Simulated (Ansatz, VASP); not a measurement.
# C in VASP and in Ansatz

```
C
1.0
    -1.66114    1.66114    1.66114
     1.66114   -1.66114    1.66114
     1.66114    1.66114   -1.66114
C
3
Direct
  0.00000 0.50000 0.50000
  0.50000 0.00000 0.50000
  0.50000 0.50000 0.00000
```

Alike in both runs: functional PBE; k mesh 20 × 20 × 20; occupations gaussian, width 0.1 eV; no spin polarisation.

Ansatz relaxed the structure, and its values are those at the end. VASP's run is a single point on that final structure, the one shown.

|  | VASP | Ansatz |
| --- | --- | --- |
| version | VASP 6.6.1 | Ansatz 0.2.0 |
| potentials or method | VASP PAW PBE potentials, release 64 (C), cutoff 520 eV | scalar-relativistic, plane waves, PAW |
| valence electrons in the cell | 12 | 12 |

|  | VASP | Ansatz | Ansatz less VASP |
| --- | --- | --- | --- |
| gap on the k mesh at the Fermi level (eV) | none | none | - |
| pressure (GPa) | 0.1 | 0.0 | -0.12 |

A gap of «none» marks a metal or a gap that the smearing closes.
